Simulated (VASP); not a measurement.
Write the native input for VASP 6.6.1 that does the following.

```
Task                   : single point
Functional             : LDA
Potentials or basis    : VASP PAW LDA potentials, release 64 (W_sv, C)
Cutoff                 : 520 eV
k mesh                 : 10 × 10 × 10
Occupations            : fermi-dirac, width 0.05 eV
Spin                   : no spin polarisation
Dipole correction      : no
Further INCAR settings : ALGO = Normal; EDIFF = 1e-06; NBANDS = 16
```

The structure of WC lies in POSCAR:

```
WC
1.0
    0.0000000000      2.2072055093      2.2072055093
    2.2072055093      0.0000000000      2.2072055093
    2.2072055093      2.2072055093      0.0000000000
W C
1 1
Direct
    0.0000000000      0.0000000000      0.0000000000
    0.5000000000      0.5000000000      0.5000000000
```

The input as run:

INCAR

```
SYSTEM = WC
PREC     = Accurate       ! precision mode
ENCUT    = 520            ! plane-wave cutoff, eV
EDIFF    = 1E-6           ! SCF threshold, eV
ISMEAR   = -1             ! smearing method
SIGMA    = 0.05           ! smearing width, eV
LREAL    = .False.        ! projectors in reciprocal space
LASPH    = .True.         ! aspherical terms in the spheres
NELM     = 100            ! most SCF steps
ALGO     = Normal         ! electronic algorithm
ISIF     = 2              ! what is computed and relaxed
LWAVE    = .False.        ! write WAVECAR
LCHARG   = .True.         ! write CHGCAR
GGA      = CA             ! functional
LELF     = .True.         ! ELF
LVHAR    = .True.       
NBANDS   = 16             ! bands
```

KPOINTS

```
regular mesh
0
Gamma
  10 10 10
  0 0 0
```

Potentials or basis: VASP PAW LDA potentials, release 64 (W_sv, C).

The run is started by

```console
$ cat potpaw_LDA.64/W_sv/POTCAR potpaw_LDA.64/C/POTCAR > POTCAR
$ mpirun -np 1 vasp_std > vasp.out
```

It gave:

| Property | Result |
| --- | --- |
| Pressure | -20.5 GPa |
| Band gap on the k mesh | zero (band 9 reaches 12.96 eV, above the bottom of band 10 at 9.89 eV) |

Caveat: spin-orbit coupling is left out, which moves the levels of the heavy elements.

It took 11 s on 1 thread of AMD EPYC 9R45 96-Core Processor (Zen 5) (shared host), peak memory 0.11 GiB.
